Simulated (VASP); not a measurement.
Write the native input for VASP 6.6.1 that does the following.

```
Task                   : single point
Functional             : PBE
Potentials or basis    : VASP PAW PBE potentials, release 64 (Ni, Si)
Cutoff                 : 400 eV
k mesh                 : 1 × 1 × 1, shifted
Occupations            : fermi-dirac, width 0.1543 eV
Spin                   : no spin polarisation
Dipole correction      : no
Further INCAR settings : LREAL = Auto; ALGO = Normal; EDIFF = 1e-06; NBANDS = 98; ISYM = -1
```

The structure of Si3Ni7 lies in POSCAR:

```
Si3Ni7
1.0
    6.3191000000      0.0520890000     -0.0979460000
    0.0520890000      6.2804780000      0.1071670000
   -0.0979460000      0.1071670000      6.3162060000
Ni Si
14 6
Direct
    0.1715094817      0.1889982524      0.6958660455
    0.3881701149      0.6380688358      0.3236287396
    0.4988624164      0.3896017374      0.7532973321
    0.3625381860      0.1904280802      0.3971500548
    1.0206788531      0.4813530835      0.4660521277
    0.1527418577      0.3891478229      0.0963121927
    0.6873471031      0.6559434400      0.6067579824
    0.9501312001      0.6939443565      0.1244352410
    0.6805205810      0.8878238426      0.2244651063
    0.7428758117      0.0944357256      0.5744757725
    0.0465520593      0.8589620737      0.4100585382
    0.2850832874      0.9362129103      0.0144793629
    0.2567528512      0.6542957298      0.7193918318
    0.6940541247      0.3921200035      0.2471316643
    0.4485553878      0.8994458579      0.5480630764
    0.9085815565      0.4106588851      0.7944124762
    0.9857375802      0.1653997082      0.3154579921
    0.5520884579      0.6511837110     -0.0117546117
    0.5249194182      0.1875934893      0.0431447179
    0.9832135073      0.8277963407      0.7945047042
```

The input as run:

INCAR

```
  PREC = Accurate
  ENCUT = 400
  EDIFF = 1E-6
  ISMEAR = -1
  SIGMA = 0.1543
  LREAL = Auto
  LASPH = True
  NELM = 120
  ALGO = Normal
  ISIF = 2
  LWAVE = False
  LCHARG = False
  GGA = PE
  ISYM = -1
  NBANDS = 98
  GGA_COMPAT = False
```

KPOINTS

```
explicit points
1
Reciprocal
  0.25000000   0.25000000   0.25000000 1
```

Potentials or basis: VASP PAW PBE potentials, release 64 (Ni, Si).

The run is started by

```bash
$ cat potpaw_PBE.64/Ni/POTCAR potpaw_PBE.64/Si/POTCAR > POTCAR
$ mpirun -np 1 vasp_std > vasp.out
```

Results of the run:

| Property | Result |
| --- | --- |
| Pressure | -1.2 GPa |
| Largest force | 2.872 eV/Å |

Caveat: the atoms stand as in a frame of molecular dynamics.

Run time: 99 s on 1 thread of Intel Xeon 8259CL, with other jobs on the host, peak memory 0.22 GiB.
